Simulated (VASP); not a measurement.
A run of VASP 6.6.1:

File INCAR:

```
SYSTEM = SnPt3
PREC = Accurate
ENCUT = 500
EDIFF = 1E-6
ISMEAR = -1
SIGMA = 0.3
LREAL = .FALSE.
LASPH = .TRUE.
NELM = 120
ALGO = Normal
ISIF = 2
LWAVE = .FALSE.
LCHARG = .FALSE.
GGA = PS
IVDW = 13
NBANDS = 30
GGA_COMPAT = .FALSE.
```

KPOINTS

```
Automatic mesh
0
G
  2 2 2
  0 0 0
```

POSCAR

```
SnPt3
1.0
    4.0000000000      0.0000000000      0.0000000000
    0.0000000000      4.0000000000      0.0000000000
    0.0000000000      0.0000000000      4.0000000000
Sn Pt
1 3
Direct
    0.0000000000      0.0000000000      0.0000000000
    0.0000000000      0.5000000000      0.5000000000
    0.5000000000      0.0000000000      0.5000000000
    0.5000000000      0.5000000000      0.0000000000
```

Potentials or basis: VASP PAW PBE potentials, release 64 (Sn_d, Pt).

Run with:

```sh
$ cat potpaw_PBE.64/Sn_d/POTCAR potpaw_PBE.64/Pt/POTCAR > POTCAR
$ mpirun -np 1 vasp_std > vasp.out
```

Hardware: 1 thread of Intel Xeon 8259CL, with other jobs on the host.

Task: How long does it take, and how much memory?

Result: It took 22 s on 1 thread of Intel Xeon 8259CL (shared host), peak memory 0.17 GiB. Counts: scf iterations 12, k points 4.
